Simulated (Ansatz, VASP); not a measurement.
# Zr in VASP and in Ansatz

```
Zr
1.0
     2.62133    0.00000    0.00000
    -1.31066    2.27014    0.00000
     0.00000    0.00000    4.71573
Zr
2
Direct
  0.33333 0.66667 0.25000
  0.66667 0.33333 0.75000
```

Change from the starting cell: volume scaled by 0.6, LAPW.

Alike in both runs: task single point; functional PBE; k mesh 15 × 15 × 8; occupations fermi-dirac, width 0.05 eV; no spin polarisation.

|  | VASP | Ansatz |
| --- | --- | --- |
| version | VASP 6.6.1 | Ansatz 0.2.0 |
| potentials or method | VASP PAW PBE potentials, release 64 (Zr_sv), cutoff 520 eV | all-electron LAPW, scalar-relativistic |

```csv
,VASP,Ansatz,Ansatz less VASP
pressure (GPa),104.1,103.7,-0.50
"traceless stress, the component that is largest in VASP (GPa)",-0.05,0.31,+0.359
```

Both programs put the cell under a high pressure, so it lies far from rest at this level. Ansatz ran all-electron here, and VASP with PAW potentials.

Noted on VASP's run: the cell as given lies far from equilibrium.
